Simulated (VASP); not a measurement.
# Se (Cmcm) in VASP: single point with LDA

Aim: the single point of Se with LDA.

All numbers are computed with VASP 6.6.1; they aren't measurements. Logs are shortened: lines on timing, memory, paths and dates and some standing lists are left out, and cuts for length are marked.

### 1 The cell of the first run

The structure is orthorhombic, space group Cmcm (No. 63). The conventional cell has a = 4.310 Å, b = 12.268 Å, c = 4.450 Å, α = 90.00°, β = 90.00°, γ = 90.00°. Se (site symmetry m2m) has 10 Se at 4.07 to 4.45 Å within 5.3 Å.

### 2 Single point, LDA

INCAR

```
SYSTEM = Se
PREC = Accurate
ENCUT = 520
EDIFF = 1E-7
ISMEAR = -1
SIGMA = 0.2
LREAL = .FALSE.
LASPH = .TRUE.
NELM = 100
ALGO = Normal
ISIF = 2
LWAVE = .FALSE.
LCHARG = .TRUE.
GGA = CA
LELF = .TRUE.
LVHAR = .TRUE.
NBANDS = 13
```

KPOINTS

```
regular mesh
0
G
  5 5 4
  0 0 0
```

POSCAR

```
Se
1.0
    2.1548770000     -6.1339470000      0.0000000000
    2.1548770000      6.1339470000      0.0000000000
    0.0000000000      0.0000000000      4.4504940000
Se
2
Direct
    0.8612900000      0.1387100000      0.7500000000
    0.1387100000      0.8612900000      0.2500000000
```

Potentials or basis: VASP PAW LDA potentials, release 64 (Se).

The run is started by

```sh
$ cat potpaw_LDA.64/Se/POTCAR > POTCAR
$ mpirun -np 1 vasp_std > vasp.out
```

OUTCAR:

```text
SYSTEM = Se
   PREC = Accurate
   ENCUT = 520
   EDIFF = 1E-7
   ISMEAR = -1
   LREAL = .FALSE.
   LASPH = .TRUE.
   NELM = 100
   ISIF = 2
   GGA = CA

 ion  position               nearest neighbor table
   1  0.861  0.139  0.750-
   2  0.139  0.861  0.250-

  LATTYP: Found a base centered orthorhombic cell.
 ALAT       =     4.3097540000
 B/A-ratio  =     2.8465415891
 C/A-ratio  =     1.0326561562

  Lattice vectors:

 A1 = (   2.1548770000,  -6.1339470000,   0.0000000000)
 A2 = (   2.1548770000,   6.1339470000,   0.0000000000)
 A3 = (   0.0000000000,   0.0000000000,   4.4504940000)

Analysis of symmetry for initial positions (statically):
=====================================================================
 Subroutine PRICEL returns:
 Original cell was already a primitive cell.

 Routine SETGRP: Setting up the symmetry group for a
 base centered orthorhombic supercell.

 Subroutine GETGRP returns: Found  8 space group operations
 (whereof  4 operations were pure point group operations)
 out of a pool of  8 trial point group operations.

The static configuration has the point symmetry C_2h.
 The point group associated with its full space group is D_2h.

Analysis of symmetry for dynamics (positions and initial velocities):
=====================================================================
 Subroutine PRICEL returns:
 Original cell was already a primitive cell.

 Routine SETGRP: Setting up the symmetry group for a
 base centered orthorhombic supercell.

 Subroutine GETGRP returns: Found  8 space group operations
 (whereof  4 operations were pure point group operations)
 out of a pool of  8 trial point group operations.

The dynamic configuration has the point symmetry C_2h.
 The point group associated with its full space group is D_2h.

 Subroutine INISYM returns: Found  8 space group operations
 (whereof  4 operations are pure point group operations),
 and found     1 'primitive' translations

----------------------------------------------------------------------------------------

                                     Primitive cell

  volume of cell :     117.6524

  direct lattice vectors                    reciprocal lattice vectors
     2.154877000 -6.133947000  0.000000000     0.232031805 -0.081513583  0.000000000
     2.154877000  6.133947000  0.000000000     0.232031805  0.081513583  0.000000000
     0.000000000  0.000000000  4.450494000     0.000000000  0.000000000  0.224694158

  length of vectors
     6.501446046  6.501446046  4.450494000     0.245933371  0.245933371  0.224694158

  position of ions in fractional coordinates (direct lattice)
     0.861290000  0.138710000  0.750000000
     0.138710000  0.861290000  0.250000000

  ion indices of the primitive-cell ions
   primitive index   ion index
                 1           1
                 2           2

----------------------------------------------------------------------------------------

 KPOINTS: regular mesh

Automatic generation of k-mesh.
 Grid dimensions read from file:
 generate k-points for:    5    5    4

 Generating k-lattice:

  Cartesian coordinates                     Fractional coordinates (reciprocal lattice)
     0.046406361 -0.016302717  0.000000000     0.200000000  0.000000000  0.000000000
     0.046406361  0.016302717  0.000000000     0.000000000  0.200000000  0.000000000
     0.000000000  0.000000000  0.056173539     0.000000000  0.000000000  0.250000000

  Length of vectors
     0.049186674  0.049186674  0.056173539

  Shift w.r.t. Gamma in fractional coordinates (k-lattice)
     0.000000000  0.000000000  0.000000000

 Subroutine IBZKPT returns following result:
 ===========================================

 Found     27 irreducible k-points:

 Following reciprocal coordinates:
            Coordinates               Weight
  0.000000  0.000000  0.000000      1.000000
  0.200000 -0.000000  0.000000      4.000000
  0.400000 -0.000000  0.000000      4.000000
  0.200000  0.200000  0.000000      2.000000
  0.400000  0.200000  0.000000      4.000000
 -0.400000  0.200000  0.000000      4.000000
[... 16 lines left out ...]
  0.400000  0.200000  0.500000      4.000000
 -0.400000  0.200000  0.500000      4.000000
 [... further k-points ...]
   k-points           NKPTS =     27   k-points in BZ     NKDIM =     27   number of bands    NBANDS=     13
   number of dos      NEDOS =    301   number of ions     NIONS =      2
   total plane-waves  NPLWV =  82944
   dimension x,y,z NGX =    48 NGY =   48 NGZ =   36
   dimension x,y,z NGXF=    96 NGYF=   96 NGZF=   72
   ions per type =               2
   NGX,Y,Z   is equivalent  to a cutoff of  12.27, 12.27, 13.45 a.u.
   NGXF,Y,Z  is equivalent  to a cutoff of  24.55, 24.55, 26.90 a.u.
 SYSTEM =  Se
   PREC   = accura    normal or accurate (medium, high low for compatibility)
   ISTART =      0    job   : 0-new  1-cont  2-samecut
   ICHARG =      2    charge: 1-file 2-atom 10-const
   ISPIN  =      1    spin polarized calculation?
   LNONCOLLINEAR =      F non collinear calculations
   LSORBIT =      F    spin-orbit coupling
   LASPH  =      T    aspherical Exc in radial PAW
   ENCUT  =  520.0 eV  38.22 Ry    6.18 a.u.  12.09 12.09  8.27*2*pi/ulx,y,z
   NELM   =    100;   NELMIN=  2; NELMDL= -5     # of ELM steps
   EDIFF  = 0.1E-06   stopping-criterion for ELM
   LREAL  =      F    real-space projection
   EDIFFG = 0.1E-05   stopping-criterion for IOM
   NSW    =      0    number of steps for IOM
   IBRION =     -1    ionic relax: 0-MD 1-quasi-New 2-CG
   NFREE  =      0    steps in history (QN), initial steepest desc. (CG)
   ISIF   =      2    stress and relaxation
   ISYM   =      2    0-nonsym 1-usesym 2-fastsym
   POTIM  = 0.5000    time-step for ionic-motion
   TEBEG  =    0.0;   TEEND  =   0.0 temperature during run
   PSTRESS=    0.0 pullay stress
   NELECT =      12.0000    total number of electrons
   NUPDOWN=      -1.0000    fix difference up-down
   EMIN   =  10.00;   EMAX   =-10.00  energy-range for DOS
   EFERMI =   0.00;   METHOD = LEGACY
   ISMEAR =    -1;   SIGMA  =   0.20  broadening in eV -4-tet -1-fermi 0-gaus
   EFERMI_NEDOS =   21; number of points for ismear=-14 and -15
   IALGO  =     38    algorithm
   IMIX   =      4    mixing-type and parameters
     AMIX     =   0.40;   BMIX     =  1.00
     AMIX_MAG =   1.60;   BMIX_MAG =  1.00
  volume/ion in A,a.u.               =      58.83       396.98
  Fermi-wavevector in a.u.,A,eV,Ry     =   0.764895  1.445441  7.960278  0.585064
  Thomas-Fermi vector in A             =   1.864896
   LORBIT       =      0    0 simple, 1 ext, 2 COOP (PROOUT), +10 PAW based schemes
   GGA     = CA    functional components
   LHFCALC =     F    Hartree Fock is set to
   AEXX    =    0.0000 exact exchange contribution
   IVDW    =     0    specifies the selected vdW correction
   LEPSILON=     F    determine dielectric tensor
   LRPA    =     F    only Hartree local field effects (RPA)
 non-spin polarized calculation
  energy-cutoff  :      520.00
  volume of cell :      117.65
 maximum number of plane-waves:      3187
   NGX = 25   NGY = 25   NGZ = 17

 number of electron      11.9999998 magnetization

 Free energy of the ion-electron system (eV)
  ---------------------------------------------------
  ext. energy  EPLUGINS =         0.00000000
  ---------------------------------------------------
  free energy    TOTEN  =        -3.13541047 eV

  energy without entropy =       -2.29764934  energy(sigma->0) =       -2.71652991

 E-fermi :  -2.8412     XC(G=0):  -6.5209

 val. band max:       -2.8430248462   @ k =   0.0000   0.0000   0.0000
 cond. band min:      -2.8188921658   @ k =  -0.4000   0.4000   0.2500
 fundamental gap:      0.0241326805
 Fermi energy:        -2.8411532174

 k-point     1 :       0.0000    0.0000    0.0000
  band No.  band energies     occupation
      1     -14.3360      2.00000
      2     -13.9254      2.00000
      3      -4.2036      1.99780
      4      -3.2184      1.73665
      5      -2.8430      1.00468
      6      -2.5528      0.38257
      7      -2.3989      0.19748
      8      -2.3382      0.14964
      9       1.9856      0.00000
     10       3.7708      0.00000
     11       5.1400      0.00000
     12       6.4359      0.00000
     13       7.0767      0.00000

 k-point     2 :       0.2000   -0.0000    0.0000
  band No.  band energies     occupation
      1     -14.2740      2.00000
      2     -13.9296      2.00000
      3      -4.1049      1.99640
      4      -3.3421      1.84896
      5      -3.1187      1.60050
      6      -2.9667      1.30402
      7      -2.4314      0.22840
      8      -2.3207      0.13797
      9       2.8150      0.00000
     10       4.1059      0.00000
     11       5.6035      0.00000
     12       6.0223      0.00000
     13       7.2800      0.00000

 k-point     3 :       0.4000   -0.0000    0.0000
  band No.  band energies     occupation
      1     -14.1482      2.00000
      2     -13.9595      2.00000
      3      -4.0873      1.99607
      4      -3.9875      1.99354
      5      -3.1729      1.68011
      6      -2.9058      1.16023
      7      -2.5319      0.35119
      8      -2.4832      0.28614
      9       4.0578      0.00000
     10       4.3192      0.00000
     11       5.2275      0.00000
     12       6.4178      0.00000
     13       7.2054      0.00000
[... 305 lines left out ...]
 k-point    23 :       0.4000    0.2000    0.5000
  band No.  band energies     occupation
      1     -13.9892      2.00000
      2     -13.9892      2.00000
      3      -4.0427      1.99509
      4      -4.0427      1.99509
      5      -3.4297      1.89982
      6      -3.4297      1.89982
      7      -2.7034      0.66860
      8      -2.7034      0.66860
      9       4.1893      0.00000
     10       4.1893      0.00000
     11       5.7038      0.00000
     12       5.7038      0.00000
     13       6.8578      0.00000

 k-point    24 :      -0.4000    0.2000    0.5000
  band No.  band energies     occupation
      1     -14.0382      2.00000
      2     -14.0382      2.00000
      3      -4.1214      1.99669
      4      -4.1214      1.99669
      5      -3.0444      1.46838
      6      -3.0444      1.46838
      7      -2.6387      0.53311
      8      -2.6387      0.53311
      9       4.5996      0.00000
     10       4.5996      0.00000
     11       5.6479      0.00000
     12       5.6479      0.00000
     13       6.9186      0.00000

 [... further k-points ...]

------------------------ aborting loop because EDIFF is reached ----------------------------------------

  FORCE on cell =-STRESS in cart. coord.  units (eV):
  Direction    XX          YY          ZZ          XY          YZ          ZX
  --------------------------------------------------------------------------------------
  -------------------------------------------------------------------------------------
  Total       -3.1484493     -4.5334788     -3.4215033      0.0000000      0.0000000      0.0000000
  in kB      -42.8752404    -61.7364214    -46.5936605      0.0000000      0.0000000      0.0000000
  external PRESSURE =     -50.4017741 kB  Pullay stress =       0.0000000 kB

 VOLUME and BASIS-vectors are now :
 -----------------------------------------------------------------------------
  energy-cutoff  :      520.00
  volume of cell :      117.65
      direct lattice vectors                 reciprocal lattice vectors
     2.154877000 -6.133947000  0.000000000     0.232031805 -0.081513583  0.000000000
     2.154877000  6.133947000  0.000000000     0.232031805  0.081513583  0.000000000
     0.000000000  0.000000000  4.450494000     0.000000000  0.000000000  0.224694158

 POSITION                                       TOTAL-FORCE (eV/Angst)
 -----------------------------------------------------------------------------------
      2.15488     -4.43227      3.33787         0.000000      0.091755      0.000000
      2.15488      4.43227      1.11262         0.000000     -0.091755      0.000000
 -----------------------------------------------------------------------------------
    total drift:                               -0.000000     -0.000000      0.000000

  FREE ENERGIE OF THE ION-ELECTRON SYSTEM (eV)
  ---------------------------------------------------
  free  energy   TOTEN  =        -3.1354104742 eV

  energy  without entropy=       -2.2976493420  energy(sigma->0) =       -2.71652991
```

It took 80 s on 1 thread of Intel Xeon 8259CL, shared host; peak memory 0.22 GiB.

Results:

```yaml
Free_energy: -3.1354 eV
Pressure: -5.0 GPa
Largest_force: 0.092 eV/Å
Band_gap_on_the_k_mesh: zero (bands 6 and 7 overlap by 0.44 eV)
```

Forces in eV/Å, atoms in the order of the input:
```
Se   0.000  0.092  0.000
Se   0.000 -0.092  0.000
```

Caveat: the cell stands under tension.
